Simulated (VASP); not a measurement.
MgF2, 6 atoms in the cell. Symmetry: P4_2/mnm, No. 136, tetragonal system. The conventional cell has a = 4.622 Å, b = 4.622 Å, c = 3.046 Å, α = 90.00°, β = 90.00°, γ = 90.00°. Within 2.6 Å of Mg (site symmetry mmm) lie 6 F at 1.98 to 1.99 Å. Within 2.6 Å of F (site symmetry m2m) lie 3 Mg at 1.98 to 1.99 Å and 1 F at 2.58 Å. 

- Program: VASP 6.6.1
- Task: single point
- Functional: PBE
- Potentials or basis: VASP PAW PBE potentials, release 64 (Mg, F)
- Cutoff: 600 eV
- k mesh: 6 × 6 × 8
- Occupations: fermi-dirac, width 0.02 eV
- Spin: no spin polarisation
- Dipole correction: no
- Further INCAR settings: ALGO = Normal; EDIFF = 1e-06; NBANDS = 25

Potentials or basis: VASP PAW PBE potentials, release 64 (Mg, F).

Run with:

```bash
$ cat potpaw_PBE.64/Mg/POTCAR potpaw_PBE.64/F/POTCAR > POTCAR
$ mpirun -np 1 vasp_std > vasp.out
```

Hardware: 1 thread of Intel(R) Xeon(R) 6975P-C (Granite Rapids), on a shared host.

Question: How long does it take, and how much memory?

Answer: Run time: 27 s on 1 thread of Intel(R) Xeon(R) 6975P-C (Granite Rapids), on a shared host, peak memory 0.23 GiB. Counts: scf iterations 12, k points 50.
